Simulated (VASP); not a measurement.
InO: single point with LDA

InO, a slab with vacuum:

```
In O
1.0
     3.72029    0.00000    0.00000
    -1.86015    3.22187    0.00000
     0.00000    0.00000   13.68247
In O
2 2
Cartesian
  1.8601 1.0740 8.0729
  1.8601 1.0740 5.6095
  0.0000 0.0000 8.7550
  0.0000 0.0000 4.9275
```

This cell differs from its parent crystal: ratio of the length along z to the lengths across it x 0.8, volume and fractional coordinates fixed.

| Property | Result |
| --- | --- |
| Program | VASP 6.6.1 |
| Task | single point |
| Functional | LDA |
| Potentials or basis | VASP PAW LDA potentials, release 64 (In_d, O) |
| Cutoff | 520 eV |
| k mesh | 12 × 12 × 4 |
| Occupations | gaussian, width 0.03 eV |
| Spin | no spin polarisation |
| Dipole correction | no |
| Further INCAR settings | ALGO = Normal; EDIFF = 1e-06; NBANDS = 27 |

The largest force is 3.394 eV/Å.

Forces on the atoms (eV/Å):
```
In   0.000  0.000  3.394
In   0.000  0.000 -3.394
O    0.000  0.000 -0.597
O    0.000  0.000  0.597
```

Levels at points of the mesh, in eV from the Fermi level:
```
           k point  band 17  band 18  band 19  band 20  band 21  band 22
(0.00, 0.00, 0.00)    -1.57    -1.57    -0.68    -0.01     3.25     6.32
(0.50, 0.00, 0.00)    -2.24    -1.21    -0.31     2.15     3.50     5.65
(0.00, 0.00, 0.50)    -1.57    -1.57    -0.67    -0.01     3.25     6.07
(0.50, 0.00, 0.50)    -2.24    -1.21    -0.31     2.15     3.50     5.65
```

It took 6.1 min on 1 thread of Intel(R) Xeon(R) Platinum 8488C (Sapphire Rapids), with other jobs on the host, peak memory 0.36 GiB.

Caveat: spin-orbit coupling is left out, which moves the levels of the heavy elements.
